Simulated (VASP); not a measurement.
# C (P6_3/mmc) in VASP: notebook, part 2 of 2

VASP 6.6.1. The steps go on from the part before.

### 4 Relaxation of cell and atoms, PBE+D3(BJ)

This run uses another cell than the first one, of 8.87 Å³/atom.

INCAR

```
SYSTEM = C
PREC     = Accurate       ! precision mode
ENCUT    = 600            ! plane-wave cutoff, eV
EDIFF    = 1E-6           ! SCF threshold, eV
ISMEAR   = 0              ! smearing method
SIGMA    = 0.1            ! smearing width, eV
LREAL    = .FALSE.        ! projectors in reciprocal space
LASPH    = .TRUE.         ! aspherical terms in the spheres
NELM     = 60             ! most SCF steps
ALGO     = Normal         ! electronic algorithm
ISIF     = 3              ! what is computed and relaxed
LWAVE    = .FALSE.        ! write WAVECAR
LCHARG   = .FALSE.        ! write CHGCAR
GGA      = PE             ! functional
IVDW     = 12             ! dispersion correction
IBRION   = 2              ! ionic algorithm
NSW      = 100            ! ionic steps
EDIFFG   = -0.005         ! ionic threshold
```

KPOINTS

```
regular mesh
0
G
  21 21 6
  0 0 0
```

POSCAR

```
C
1.0
    2.4649740448      0.0000000000      0.0000000000
   -1.2324870224      2.1347301424      0.0000000000
    0.0000000000      0.0000000000      6.7441730184
C
4
Direct
    0.0000000000      0.0000000000      0.2500000000
    0.0000000000      0.0000000000      0.7500000000
    0.3333333333      0.6666666667      0.2500000000
    0.6666666667      0.3333333333      0.7500000000
```

Potentials or basis: VASP PAW PBE potentials, release 64 (C).

Launch:

```sh
cat potpaw_PBE.64/C/POTCAR > POTCAR
mpirun -np 1 vasp_std > vasp.out
```

OUTCAR:

```text
SYSTEM = C
   PREC = Accurate
   ENCUT = 600
   EDIFF = 1E-6
   ISMEAR = 0
   LREAL = .FALSE.
   LASPH = .TRUE.
   NELM = 60
   ISIF = 3
   GGA = PE
   IVDW = 12
   IBRION = 2
   NSW = 100
   EDIFFG = -0.005
 IVDW          = 12

 ion  position               nearest neighbor table
   1  0.000  0.000  0.250-   3 1.42   3 1.42   3 1.42
   2  0.000  0.000  0.750-   4 1.42   4 1.42   4 1.42
   3  0.333  0.667  0.250-   1 1.42   1 1.42   1 1.42
   4  0.667  0.333  0.750-   2 1.42   2 1.42   2 1.42

  LATTYP: Found a hexagonal cell.
 ALAT       =     2.4649740448
 C/A-ratio  =     2.7360016356

  Lattice vectors:

 A1 = (   2.4649740448,   0.0000000000,   0.0000000000)
 A2 = (  -1.2324870224,   2.1347301424,   0.0000000000)
 A3 = (   0.0000000000,   0.0000000000,   6.7441730184)

Analysis of symmetry for initial positions (statically):
=====================================================================
 Subroutine PRICEL returns:
 Original cell was already a primitive cell.

 Routine SETGRP: Setting up the symmetry group for a
 hexagonal supercell.

 Subroutine GETGRP returns: Found 24 space group operations
 (whereof 12 operations were pure point group operations)
 out of a pool of 24 trial point group operations.

The static configuration has the point symmetry D_3d.
 The point group associated with its full space group is D_6h.

Analysis of symmetry for dynamics (positions and initial velocities):
=====================================================================
 Subroutine PRICEL returns:
 Original cell was already a primitive cell.

 Routine SETGRP: Setting up the symmetry group for a
 hexagonal supercell.

 Subroutine GETGRP returns: Found 24 space group operations
 (whereof 12 operations were pure point group operations)
 out of a pool of 24 trial point group operations.

The dynamic configuration has the point symmetry D_3d.
 The point group associated with its full space group is D_6h.

 Subroutine INISYM returns: Found 24 space group operations
 (whereof 12 operations are pure point group operations),
 and found     1 'primitive' translations

----------------------------------------------------------------------------------------

                                     Primitive cell

  volume of cell :      35.4882

  direct lattice vectors                    reciprocal lattice vectors
     2.464974045  0.000000000  0.000000000     0.405683785  0.234221642  0.000000000
    -1.232487022  2.134730142  0.000000000     0.000000000  0.468443285  0.000000000
     0.000000000  0.000000000  6.744173018     0.000000000  0.000000000  0.148276149

  length of vectors
     2.464974045  2.464974045  6.744173018     0.468443285  0.468443285  0.148276149

  position of ions in fractional coordinates (direct lattice)
     0.000000000  0.000000000  0.250000000
     0.000000000  0.000000000  0.750000000
     0.333333333  0.666666667  0.250000000
     0.666666667  0.333333333  0.750000000

  ion indices of the primitive-cell ions
   primitive index   ion index
                 1           1
                 2           2
                 3           3
                 4           4

----------------------------------------------------------------------------------------

 KPOINTS: regular mesh

Automatic generation of k-mesh.
 Grid dimensions read from file:
 generate k-points for:   21   21    6

 Generating k-lattice:

  Cartesian coordinates                     Fractional coordinates (reciprocal lattice)
     0.019318275  0.011153412  0.000000000     0.047619048  0.000000000  0.000000000
     0.000000000  0.022306823  0.000000000     0.000000000  0.047619048  0.000000000
     0.000000000  0.000000000  0.024712691     0.000000000  0.000000000  0.166666667

  Length of vectors
     0.022306823  0.022306823  0.024712691

  Shift w.r.t. Gamma in fractional coordinates (k-lattice)
     0.000000000  0.000000000  0.000000000

 Subroutine IBZKPT returns following result:
 ===========================================

 Found    192 irreducible k-points:

 Following reciprocal coordinates:
            Coordinates               Weight
  0.000000  0.000000  0.000000      1.000000
  0.047619  0.000000  0.000000      6.000000
  0.095238  0.000000  0.000000      6.000000
  0.142857  0.000000  0.000000      6.000000
  0.190476  0.000000  0.000000      6.000000
  0.238095  0.000000  0.000000      6.000000
[... 16 lines left out ...]
  0.142857  0.095238  0.000000     12.000000
  0.190476  0.095238  0.000000     12.000000
 [... further k-points ...]
   k-points           NKPTS =    192   k-points in BZ     NKDIM =    192   number of bands    NBANDS=     12
   number of dos      NEDOS =    301   number of ions     NIONS =      4
   total plane-waves  NPLWV =  21600
   dimension x,y,z NGX =    20 NGY =   20 NGZ =   54
   dimension x,y,z NGXF=    40 NGYF=   40 NGZF=  108
   ions per type =               4
   NGX,Y,Z   is equivalent  to a cutoff of  13.49, 13.49, 13.31 a.u.
   NGXF,Y,Z  is equivalent  to a cutoff of  26.98, 26.98, 26.62 a.u.
 SYSTEM =  C
   PREC   = accura    normal or accurate (medium, high low for compatibility)
   ISTART =      0    job   : 0-new  1-cont  2-samecut
   ICHARG =      2    charge: 1-file 2-atom 10-const
   ISPIN  =      1    spin polarized calculation?
   LNONCOLLINEAR =      F non collinear calculations
   LSORBIT =      F    spin-orbit coupling
   LASPH  =      T    aspherical Exc in radial PAW
   ENCUT  =  600.0 eV  44.10 Ry    6.64 a.u.   4.92  4.92 13.47*2*pi/ulx,y,z
   NELM   =     60;   NELMIN=  2; NELMDL= -5     # of ELM steps
   EDIFF  = 0.1E-05   stopping-criterion for ELM
   LREAL  =      F    real-space projection
   EDIFFG = -.5E-02   stopping-criterion for IOM
   NSW    =    100    number of steps for IOM
   IBRION =      2    ionic relax: 0-MD 1-quasi-New 2-CG
   NFREE  =      1    steps in history (QN), initial steepest desc. (CG)
   ISIF   =      3    stress and relaxation
   ISYM   =      2    0-nonsym 1-usesym 2-fastsym
   POTIM  = 0.5000    time-step for ionic-motion
   TEBEG  =    0.0;   TEEND  =   0.0 temperature during run
   PSTRESS=    0.0 pullay stress
   NELECT =      16.0000    total number of electrons
   NUPDOWN=      -1.0000    fix difference up-down
   EMIN   =  10.00;   EMAX   =-10.00  energy-range for DOS
   EFERMI =   0.00;   METHOD = LEGACY
   ISMEAR =     0;   SIGMA  =   0.10  broadening in eV -4-tet -1-fermi 0-gaus
   EFERMI_NEDOS =   21; number of points for ismear=-14 and -15
   IALGO  =     38    algorithm
   IMIX   =      4    mixing-type and parameters
     AMIX     =   0.40;   BMIX     =  1.00
     AMIX_MAG =   1.60;   BMIX_MAG =  1.00
  volume/ion in A,a.u.               =       8.87        59.87
  Fermi-wavevector in a.u.,A,eV,Ry     =   1.255317  2.372206 21.440350  1.575821
  Thomas-Fermi vector in A             =   2.389080
   LORBIT       =      0    0 simple, 1 ext, 2 COOP (PROOUT), +10 PAW based schemes
   GGA     = PE    functional components
   LHFCALC =     F    Hartree Fock is set to
   AEXX    =    0.0000 exact exchange contribution
   IVDW    =    12    specifies the selected vdW correction
   LEPSILON=     F    determine dielectric tensor
   LRPA    =     F    only Hartree local field effects (RPA)
 conjugate gradient relaxation of ions
 non-spin polarized calculation
 Gauss-broadening in eV      SIGMA  =   0.10
  energy-cutoff  :      600.00
  volume of cell :       35.49
 maximum number of plane-waves:      1215
 NGX is ok and might be reduce to    20
   NGX =  9   NGY =  9   NGZ = 27

--------------------------------------- Ionic step        1  -------------------------------------------

 number of electron      16.0000001 magnetization

 Free energy of the ion-electron system (eV)
  ---------------------------------------------------
  ext. energy  EPLUGINS =         0.00000000
  ---------------------------------------------------
  free energy    TOTEN  =       -36.85785452 eV

  energy without entropy =      -36.85726383  energy(sigma->0) =      -36.85755917

------------------------ aborting loop because EDIFF is reached ----------------------------------------

 Edisp (eV)   -0.62158

 E8    (eV) :    -0.1760
[... 327 lines left out ...]
--------------------------------------- Ionic step        9  -------------------------------------------

 number of electron      16.0000001 magnetization

 Free energy of the ion-electron system (eV)
  ---------------------------------------------------
  ext. energy  EPLUGINS =         0.00000000
  ---------------------------------------------------
  free energy    TOTEN  =       -36.84941910 eV

  energy without entropy =      -36.84883037  energy(sigma->0) =      -36.84912473

 E-fermi :   4.7273     XC(G=0): -10.3690

 val. band max:        4.7246171416   @ k =   0.3333   0.3333   0.5000
 cond. band min:       4.7367587583   @ k =   0.3333   0.3333   0.3333
 fundamental gap:      0.0121416167
 Fermi energy:         4.7273016865

 k-point     1 :       0.0000    0.0000    0.0000
  band No.  band energies     occupation
      1     -14.9222      2.00000
      2     -14.6063      2.00000
      3      -3.8060      2.00000
      4      -1.7710      2.00000
      5       1.7161      2.00000
      6       1.7161      2.00000
      7       1.7358      2.00000
      8       1.7358      2.00000
      9       9.0802      0.00000
     10      13.0522      0.00000
     11      13.0539      0.00000
     12      13.1073      0.00000
[... 331 lines left out ...]
 k-point    24 :       0.1905    0.0952    0.0000
  band No.  band energies     occupation
      1     -13.4190      2.00000
      2     -13.1312      2.00000
      3      -2.4524      2.00000
      4      -2.3673      2.00000
      5      -1.9943      2.00000
      6      -0.7806      2.00000
      7      -0.7266      2.00000
      8      -0.0981      2.00000
      9      10.9102      0.00000
     10      11.7595      0.00000
     11      12.2953      0.00000
     12      13.5695      0.00000

 [... further k-points ...]

------------------------ aborting loop because EDIFF is reached ----------------------------------------

 Edisp (eV)   -0.63037

 E8    (eV) :    -0.1788
[... 27 lines left out ...]
  FREE ENERGIE OF THE ION-ELECTRON SYSTEM (eV)
  ---------------------------------------------------
  free  energy   TOTEN  =       -37.4797938210 eV

  energy  without entropy=      -37.4792050929  energy(sigma->0) =      -37.47949946

 reached required accuracy - stopping structural energy minimisation
```

It took 6.2 min on 1 thread of Intel Xeon 8259CL, shared host; peak memory 0.22 GiB.

Results:

* Free energy: -37.4798 eV
* Relaxed volume: 8.77 Å³/atom
* Relaxed cell: a = 2.465 Å, b = 2.465 Å, c = 6.665 Å, α = 90.00°, β = 90.00°, γ = 120.00°
* Space group after relaxing (to 0.1 Å): P6_3/mmc (No. 194)
* Energy gained by relaxing: 0.1 meV/atom
* Ionic steps: 9
* Pressure after relaxing: 0.0 GPa
* Band gap on the k mesh: zero (bands 8 and 9 overlap by 0.03 eV)
* Dispersion energy per atom: -0.158 eV

Stress tensor (GPa, compression positive):
```
-0.06  0.00  0.00
 0.00 -0.06  0.00
 0.00  0.00  0.07
```

The path:
| step | energy change (eV) | largest force (eV/Å) | pressure (GPa) | volume (Å³) |
| --- | --- | --- | --- | --- |
| 1 | 0.0000 | 0.0000 | 0.02 | 35.49 |
| 2 | 0.0000 | 0.0000 | -0.40 | 35.49 |
| 3 | 0.0000 | 0.0000 | -0.29 | 35.49 |
| 4 | -0.0001 | 0.0000 | -0.28 | 35.47 |
| 5 | -0.0002 | 0.0000 | -0.27 | 35.42 |
| 6 | -0.0003 | 0.0000 | -0.32 | 35.32 |
| 7 | -0.0003 | 0.0000 | -0.33 | 35.12 |
| 8 | -0.0003 | 0.0000 | 0.53 | 35.01 |
| 9 | -0.0004 | 0.0000 | -0.02 | 35.08 |

Final structure:
```yaml
crystal:
  lattice:
    - [2.46533, 0.00000, 0.00000]
    - [-1.23266, 2.13504, 0.00000]
    - [0.00000, 0.00000, 6.66493]
  atoms:
    - { symbol: C, position: [0.00000, 0.00000, 0.25000] }
    - { symbol: C, position: [0.00000, 0.00000, 0.75000] }
    - { symbol: C, position: [0.33333, 0.66667, 0.25000] }
    - { symbol: C, position: [0.66667, 0.33333, 0.75000] }
```

### 5 The runs side by side

```tsv
task	cell	gap on the mesh (eV)	pressure (GPa)
relaxation of shape and atoms at fixed volume	relaxed from a = 2.437, b = 2.437, c = 6.485 Å, angles 90.0, 90.0, 120.0°, 4 atoms	none	2.4
relaxation of shape and atoms at fixed volume	relaxed from a = 2.440, b = 2.440, c = 6.676 Å, angles 90.0, 90.0, 120.0°, 4 atoms	none	0.8
relaxation of cell and atoms	relaxed from a = 2.465, b = 2.465, c = 6.744 Å, angles 90.0, 90.0, 120.0°, 4 atoms	none	0.0
```

Alike in all rows: level PBE+D3(BJ); potentials or basis VASP PAW PBE potentials, release 64 (C); no spin polarisation; k mesh 21 × 21 × 6; cutoff (eV) 600; smearing gaussian 0.1 eV.

Total energies depend on the potentials used, so only differences within one code and one set of settings carry meaning.
